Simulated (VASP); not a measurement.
# Nb (Fm-3m) in VASP: further runs, part 2 of 2

VASP 6.6.1. Earlier steps stand in the parts before.

## (4) Single point, PBE (volume scaled by 0.96)

INCAR

```
SYSTEM = Nb
PREC = Accurate ; ENCUT = 520
EDIFF = 1E-6 ; ISMEAR = -1
SIGMA = 0.08 ; LREAL = .False.
LASPH = .True. ; NELM = 80
ALGO = Normal ; ISIF = 2
LWAVE = .False. ; LCHARG = .False.
GGA = PE ; NBANDS = 12
```

KPOINTS

```
Automatic mesh
0
Gamma
  13 13 13
  0 0 0
```

POSCAR

```
Nb
1.0
    0.0000000000      2.0864154149      2.0864154149
    2.0864154149      0.0000000000      2.0864154149
    2.0864154149      2.0864154149      0.0000000000
Nb
1
Direct
    0.0000000000      0.0000000000      0.0000000000
```

Potentials or basis: VASP PAW PBE potentials, release 64 (Nb_sv).

On the command line:

```sh
> cat potpaw_PBE.64/Nb_sv/POTCAR > POTCAR
> mpirun -np 1 vasp_std > vasp.out
```

OUTCAR:

```text
SYSTEM = Nb
   PREC = Accurate
   ENCUT = 520
   EDIFF = 1E-6
   ISMEAR = -1
   LREAL = .False.
   LASPH = .True.
   NELM = 80
   ISIF = 2
   GGA = PE

 ion  position               nearest neighbor table
   1  0.000  0.000  0.000-

  LATTYP: Found a face centered cubic cell.
 ALAT       =     4.1728308298

  Lattice vectors:

 A1 = (   0.0000000000,   2.0864154149,   2.0864154149)
 A2 = (   2.0864154149,   0.0000000000,   2.0864154149)
 A3 = (   2.0864154149,   2.0864154149,   0.0000000000)

Analysis of symmetry for initial positions (statically):
=====================================================================
 Subroutine PRICEL returns:
 Original cell was already a primitive cell.

 Routine SETGRP: Setting up the symmetry group for a
 face centered cubic supercell.

 Subroutine GETGRP returns: Found 48 space group operations
 (whereof 48 operations were pure point group operations)
 out of a pool of 48 trial point group operations.

The static configuration has the point symmetry O_h .

Analysis of symmetry for dynamics (positions and initial velocities):
[... 166 lines left out ...]
      1     -43.3356      2.00000
      2     -18.6593      2.00000
      3     -18.6593      2.00000
      4     -18.6593      2.00000
      5       5.1214      2.00000
      6      11.5060      0.47196
      7      11.5060      0.47196
      8      11.5060      0.47196
      9      14.2199      0.00000
     10      14.2199      0.00000
     11      23.2808      0.00000
     12      28.2029      0.00000
[... 331 lines left out ...]
 k-point    24 :       0.4615    0.1538    0.0000
  band No.  band energies     occupation
      1     -43.1094      2.00000
      2     -19.8119      2.00000
      3     -18.9783      2.00000
      4     -18.8982      2.00000
      5       8.1265      2.00000
      6      10.3563      2.00000
      7      11.4240      0.92531
      8      12.1708      0.00015
      9      16.3546      0.00000
     10      16.7867      0.00000
     11      22.5438      0.00000
     12      25.1249      0.00000

 [... further k-points ...]

------------------------ aborting loop because EDIFF is reached ----------------------------------------

  FORCE on cell =-STRESS in cart. coord.  units (eV):
  Direction    XX          YY          ZZ          XY          YZ          ZX
  --------------------------------------------------------------------------------------
  -------------------------------------------------------------------------------------
  Total        0.6392702      0.6392702      0.6392702      0.0000000      0.0000000     -0.0000000
  in kB       56.3848832     56.3848832     56.3848832      0.0000000      0.0000000     -0.0000000
  external PRESSURE =      56.3848832 kB  Pullay stress =       0.0000000 kB

 VOLUME and BASIS-vectors are now :
 -----------------------------------------------------------------------------
  energy-cutoff  :      520.00
  volume of cell :       18.16
      direct lattice vectors                 reciprocal lattice vectors
     0.000000000  2.086415415  2.086415415    -0.239645469  0.239645469  0.239645469
     2.086415415  0.000000000  2.086415415     0.239645469 -0.239645469  0.239645469
     2.086415415  2.086415415  0.000000000     0.239645469  0.239645469 -0.239645469

 POSITION                                       TOTAL-FORCE (eV/Angst)
 -----------------------------------------------------------------------------------
      0.00000      0.00000      0.00000         0.000000      0.000000      0.000000
 -----------------------------------------------------------------------------------
    total drift:                                0.000000      0.000000     -0.000000

  FREE ENERGIE OF THE ION-ELECTRON SYSTEM (eV)
  ---------------------------------------------------
  free  energy   TOTEN  =        -9.8986571550 eV

  energy  without entropy=       -9.8659025398  energy(sigma->0) =       -9.88227985
```

It took 11 s on 1 thread of Intel Xeon Platinum 8259CL at 2.50GHz (Skylake/Cascade Lake), shared host; peak memory 0.15 GiB.

Results:

| Item | Value |
| --- | --- |
| Free energy | -9.8987 eV |
| Pressure | 5.6 GPa |

Levels at points of the mesh, in eV from the Fermi level:
```tsv
k point	band 3	band 4	band 5	band 6	band 7	band 8	band 9	band 10
(0.00, 0.00, 0.00)	-30.07	-30.07	-6.29	0.09	0.09	0.09	2.81	2.81
```

## (5) Single point, PBE (volume scaled by 1.01)

INCAR

```
  PREC = Accurate
  ENCUT = 520
  EDIFF = 1E-6
  ISMEAR = -1
  SIGMA = 0.08
  LREAL = False
  LASPH = True
  NELM = 60
  ALGO = Normal
  ISIF = 2
  LWAVE = False
  LCHARG = False
  GGA = PE
  NBANDS = 12
```

KPOINTS

```
regular mesh
0
Gamma
  13 13 13
```

POSCAR

```
Nb
1.0
    0.0000000000      2.1220266297      2.1220266297
    2.1220266297      0.0000000000      2.1220266297
    2.1220266297      2.1220266297      0.0000000000
Nb
1
Direct
    0.0000000000      0.0000000000      0.0000000000
```

Potentials or basis: VASP PAW PBE potentials, release 64 (Nb_sv).

On the command line:

```sh
> cat potpaw_PBE.64/Nb_sv/POTCAR > POTCAR
> mpirun -np 1 vasp_std > vasp.out
```

OUTCAR:

```text
PREC = Accurate
   ENCUT = 520
   EDIFF = 1E-6
   ISMEAR = -1
   LREAL = False
   LASPH = True
   NELM = 60
   ISIF = 2
   GGA = PE

 ion  position               nearest neighbor table
   1  0.000  0.000  0.000-

  LATTYP: Found a face centered cubic cell.
 ALAT       =     4.2440532594

  Lattice vectors:

 A1 = (   0.0000000000,   2.1220266297,   2.1220266297)
 A2 = (   2.1220266297,   0.0000000000,   2.1220266297)
 A3 = (   2.1220266297,   2.1220266297,   0.0000000000)

Analysis of symmetry for initial positions (statically):
=====================================================================
 Subroutine PRICEL returns:
 Original cell was already a primitive cell.

 Routine SETGRP: Setting up the symmetry group for a
 face centered cubic supercell.

 Subroutine GETGRP returns: Found 48 space group operations
 (whereof 48 operations were pure point group operations)
 out of a pool of 48 trial point group operations.

The static configuration has the point symmetry O_h .

Analysis of symmetry for dynamics (positions and initial velocities):
[... 159 lines left out ...]
 cond. band min:      10.7008947498   @ k =  -0.3846   0.2308   0.0769
 fundamental gap:      0.0223284681
 Fermi energy:        10.7004565866

 k-point     1 :       0.0000    0.0000    0.0000
  band No.  band energies     occupation
      1     -44.1037      2.00000
      2     -19.5231      2.00000
      3     -19.5231      2.00000
      4     -19.5231      2.00000
      5       4.5349      2.00000
      6      10.8290      0.33404
      7      10.8290      0.33404
      8      10.8290      0.33404
      9      13.3569      0.00000
     10      13.3569      0.00000
     11      22.5145      0.00000
     12      27.2123      0.00000
[... 331 lines left out ...]
 k-point    24 :       0.4615    0.1538    0.0000
  band No.  band energies     occupation
      1     -43.9203      2.00000
      2     -20.5022      2.00000
      3     -19.7947      2.00000
      4     -19.7275      2.00000
      5       7.5636      2.00000
      6       9.7304      1.99999
      7      10.6786      1.13597
      8      11.4557      0.00016
      9      15.3368      0.00000
     10      15.7487      0.00000
     11      21.2499      0.00000
     12      24.1338      0.00000

 [... further k-points ...]
[... 5 lines left out ...]
  --------------------------------------------------------------------------------------
  -------------------------------------------------------------------------------------
  Total       -0.3546502     -0.3546502     -0.3546502     -0.0000000     -0.0000000      0.0000000
  in kB      -29.7322896    -29.7322896    -29.7322896     -0.0000000     -0.0000000      0.0000000
  external PRESSURE =     -29.7322896 kB  Pullay stress =       0.0000000 kB

 VOLUME and BASIS-vectors are now :
 -----------------------------------------------------------------------------
  energy-cutoff  :      520.00
  volume of cell :       19.11
      direct lattice vectors                 reciprocal lattice vectors
     0.000000000  2.122026630  2.122026630    -0.235623810  0.235623810  0.235623810
     2.122026630  0.000000000  2.122026630     0.235623810 -0.235623810  0.235623810
     2.122026630  2.122026630  0.000000000     0.235623810  0.235623810 -0.235623810

 POSITION                                       TOTAL-FORCE (eV/Angst)
 -----------------------------------------------------------------------------------
      0.00000      0.00000      0.00000         0.000000      0.000000      0.000000
 -----------------------------------------------------------------------------------
    total drift:                                0.000000     -0.000000     -0.000000

  FREE ENERGIE OF THE ION-ELECTRON SYSTEM (eV)
  ---------------------------------------------------
  free  energy   TOTEN  =        -9.9061010091 eV

  energy  without entropy=       -9.8730801822  energy(sigma->0) =       -9.88959060
```

Run time: 11 s. Hardware: 1 thread of Intel Xeon Platinum 8259CL at 2.50GHz (Skylake/Cascade Lake), shared host; peak memory 0.15 GiB.

What came out:

```
Free energy : -9.9061 eV
Pressure    : -3.0 GPa
```

## (6) Single point, PBE (volume scaled by 0.99)

INCAR

```
PREC = Accurate ; ENCUT = 520
EDIFF = 1E-7 ; ISMEAR = -1
SIGMA = 0.08 ; LREAL = False
LASPH = True ; NELM = 60
ALGO = Normal ; ISIF = 2
LWAVE = False ; LCHARG = True
GGA = PE ; LELF = True
LVHAR = True ; NBANDS = 12
```

KPOINTS is that of step 5.

POSCAR

```
Nb
1.0
    0.0000000000      2.1079263686      2.1079263686
    2.1079263686      0.0000000000      2.1079263686
    2.1079263686      2.1079263686      0.0000000000
Nb
1
Direct
    0.0000000000      0.0000000000      0.0000000000
```

Potentials or basis: VASP PAW PBE potentials, release 64 (Nb_sv).

On the command line:

```sh
> cat potpaw_PBE.64/Nb_sv/POTCAR > POTCAR
> mpirun -np 1 vasp_std > vasp.out
```

OUTCAR:

```text
PREC = Accurate
   ENCUT = 520
   EDIFF = 1E-7
   ISMEAR = -1
   LREAL = False
   LASPH = True
   NELM = 60
   ISIF = 2
   GGA = PE

 ion  position               nearest neighbor table
   1  0.000  0.000  0.000-

  LATTYP: Found a face centered cubic cell.
 ALAT       =     4.2158527372

  Lattice vectors:

 A1 = (   0.0000000000,   2.1079263686,   2.1079263686)
 A2 = (   2.1079263686,   0.0000000000,   2.1079263686)
[... 529 lines left out ...]
      2     -20.2316      2.00000
      3     -19.4765      2.00000
      4     -19.4044      2.00000
      5       7.7825      2.00000
      6       9.9745      1.99999
      7      10.9669      1.05910
      8      11.7344      0.00015
      9      15.7325      0.00000
     10      16.1518      0.00000
     11      21.7549      0.00000
     12      24.5185      0.00000

 [... further k-points ...]
[... 5 lines left out ...]
  --------------------------------------------------------------------------------------
  -------------------------------------------------------------------------------------
  Total        0.0268199      0.0268199      0.0268199     -0.0000000      0.0000000     -0.0000000
  in kB        2.2938877      2.2938877      2.2938877     -0.0000000      0.0000000     -0.0000000
  external PRESSURE =       2.2938877 kB  Pullay stress =       0.0000000 kB

 VOLUME and BASIS-vectors are now :
 -----------------------------------------------------------------------------
  energy-cutoff  :      520.00
  volume of cell :       18.73
      direct lattice vectors                 reciprocal lattice vectors
     0.000000000  2.107926369  2.107926369    -0.237199936  0.237199936  0.237199936
     2.107926369  0.000000000  2.107926369     0.237199936 -0.237199936  0.237199936
     2.107926369  2.107926369  0.000000000     0.237199936  0.237199936 -0.237199936

 POSITION                                       TOTAL-FORCE (eV/Angst)
 -----------------------------------------------------------------------------------
      0.00000      0.00000      0.00000         0.000000      0.000000      0.000000
 -----------------------------------------------------------------------------------
    total drift:                                0.000000      0.000000      0.000000

  FREE ENERGIE OF THE ION-ELECTRON SYSTEM (eV)
  ---------------------------------------------------
  free  energy   TOTEN  =        -9.9091705826 eV

  energy  without entropy=       -9.8763061592  energy(sigma->0) =       -9.89273837
```

OSZICAR:

```text
N       E                     dE             d eps       ncg     rms          rms(c)
DAV:   1     0.115133556791E+03    0.11513E+03   -0.72815E+03  2016   0.107E+03
DAV:   2    -0.568516053287E+01   -0.12082E+03   -0.11677E+03  2204   0.384E+02
DAV:   3    -0.100479274712E+02   -0.43628E+01   -0.41803E+01  2868   0.645E+01
DAV:   4    -0.103618525023E+02   -0.31393E+00   -0.31181E+00  2912   0.159E+01
DAV:   5    -0.103732397085E+02   -0.11387E-01   -0.11381E-01  2900   0.255E+00    0.664E+00
DAV:   6    -0.995518873001E+01    0.41805E+00   -0.66171E-01  3168   0.101E+01    0.236E+00
DAV:   7    -0.990446878653E+01    0.50720E-01   -0.20173E-01  3308   0.557E+00    0.101E+00
DAV:   8    -0.990909912224E+01   -0.46303E-02   -0.12997E-02  2372   0.150E+00    0.411E-02
DAV:   9    -0.990915614016E+01   -0.57018E-04   -0.89966E-04  3396   0.309E-01    0.407E-02
DAV:  10    -0.990917499514E+01   -0.18855E-04   -0.17003E-05  2432   0.571E-02    0.151E-02
DAV:  11    -0.990917065308E+01    0.43421E-05   -0.78782E-06  2576   0.481E-02    0.252E-03
DAV:  12    -0.990917058263E+01    0.70455E-07   -0.55970E-07  2832   0.628E-03
   1 F= -.99091706E+01 E0= -.98927384E+01  d E =-.328644E-01
```

stdout:

```text
POSCAR found type information on POSCAR Nb
 POSCAR found :  1 types and       1 ions
 scaLAPACK will be used
 LDA part: xc-table for (Slater+PW92), standard interpolation
 POSCAR, INCAR and KPOINTS ok, starting setup
 FFT: planning ... GRIDC
 FFT: planning ... GRID_SOFT
 FFT: planning ... GRID
 WAVECAR not read
 entering main loop
```

Run time: 12 s. Hardware: 1 thread of Intel Xeon Platinum 8259CL at 2.50GHz (Skylake/Cascade Lake), shared host; peak memory 0.15 GiB.

What came out:

- Free energy: -9.9092 eV
- Pressure: 0.2 GPa

## (7) The runs side by side

| cell | gap on the mesh (eV) | pressure (GPa) |
| --- | --- | --- |
| a = 2.930 Å, angles 60.0°, 1 atom | none | 9.7 |
| a = 2.971 Å, angles 60.0°, 1 atom | none | 2.0 |
| a = 2.951 Å, angles 60.0°, 1 atom | none | 5.6 |
| a = 3.001 Å, angles 60.0°, 1 atom | none | -3.0 |
| a = 2.981 Å, angles 60.0°, 1 atom | none | 0.2 |

Alike in all rows: task single point; level PBE; potentials or basis VASP PAW PBE potentials, release 64 (Nb_sv); no spin polarisation; k mesh 13 × 13 × 13; cutoff (eV) 520; smearing fermi-dirac 0.08 eV.

Absolute energies hang on the potentials; compare differences alone.
